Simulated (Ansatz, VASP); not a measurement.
**Two plane-wave programs on SnTe**

```
Sn Te
1.0
     0.00000    3.18806    3.15650
     3.15650    0.00000    3.15650
     3.15650    3.18806    0.00000
Sn Te
1 1
Direct
  0.00000 0.00000 0.00000
  0.50000 0.50000 0.50000
```

Change from the starting cell: strain +0.0100 x Voigt [0, 1, 0, 0, 0, 0], atoms carried along.

Alike in both runs: task single point; functional PBEsol; k mesh 10 × 10 × 10; occupations gaussian, width 0.03 eV; no spin polarisation.

|  | VASP | Ansatz |
| --- | --- | --- |
| version | VASP 6.6.1 | Ansatz 0.2.0 |
| potentials or method | VASP PAW PBE potentials, release 64 (Sn_d, Te), cutoff 520 eV | scalar-relativistic, plane waves, PAW |
| valence electrons in the cell | 20 | 30 |

```csv
,VASP,Ansatz,Ansatz less VASP
gap on the k mesh at the Fermi level (eV),0.10,0.10,-0.001
least direct gap on the mesh (eV),0.10,0.10,-0.001
pressure (GPa),-1.0,-1.0,+0.02
"traceless stress, the component that is largest in VASP (GPa)",-0.79,-0.79,+0.003
```

VASP's potentials were made for PBE, not for PBEsol. VASP's potentials hold 20 valence electrons a cell and Ansatz's 30, so a difference there can come from the potentials and not from the codes.

Neither program's run includes spin-orbit coupling.
